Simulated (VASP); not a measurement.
Here is a VASP 6.6.1 calculation.

INCAR

```
PREC = Accurate
ENCUT = 600
EDIFF = 1E-7
ISMEAR = 0
SIGMA = 0.1
LREAL = False
LASPH = True
NELM = 60
ALGO = Fast
ISIF = 3
LWAVE = False
LCHARG = False
GGA = PE
IBRION = 2
NSW = 90
EDIFFG = -0.04
```

File KPOINTS:

```
regular mesh
0
Gamma
  6 6 4
```

File POSCAR:

```
Sc3Cu2
1.0
    4.2906580300      0.0000000000      0.0000000000
   -2.1453290100      3.7158188500      0.0000000000
    0.0000000000      0.0000000000      5.2687852700
Sc Cu
3 2
Direct
    0.0000000000      0.0000000000      0.0000000000
    0.3333333300      0.6666666700      0.6449289300
    0.6666666700      0.3333333300      0.3550710700
    0.3333333300      0.6666666700      0.1568725000
    0.6666666700      0.3333333300      0.8431275000
```

Potentials or basis: VASP PAW PBE potentials, release 64 (Sc_sv, Cu).

Run with:

```bash
$ cat potpaw_PBE.64/Sc_sv/POTCAR potpaw_PBE.64/Cu/POTCAR > POTCAR
$ mpirun -np 1 vasp_std > vasp.out
```

What does it give for the relaxed cell?

a = 4.534 Å, b = 4.534 Å, c = 5.616 Å, α = 90.00°, β = 90.00°, γ = 120.00°.

Predict the space group after relaxing (to 0.1 Å).

P-3m1 (No. 164).

Predict the band gap on the k mesh.

zero (an odd number of electrons rules out a gap without spin polarisation).

Predict the relaxed volume.

20.00 Å³/atom.

Forces in eV/Å, atoms in the order of the input:
```
Sc   0.000  0.000  0.000
Sc   0.000  0.000 -0.015
Sc   0.000  0.000  0.015
Cu   0.000  0.000 -0.035
Cu   0.000  0.000  0.035
```

Caveat: the volume moved by over 15 % at a fixed basis, so the end points are rough.
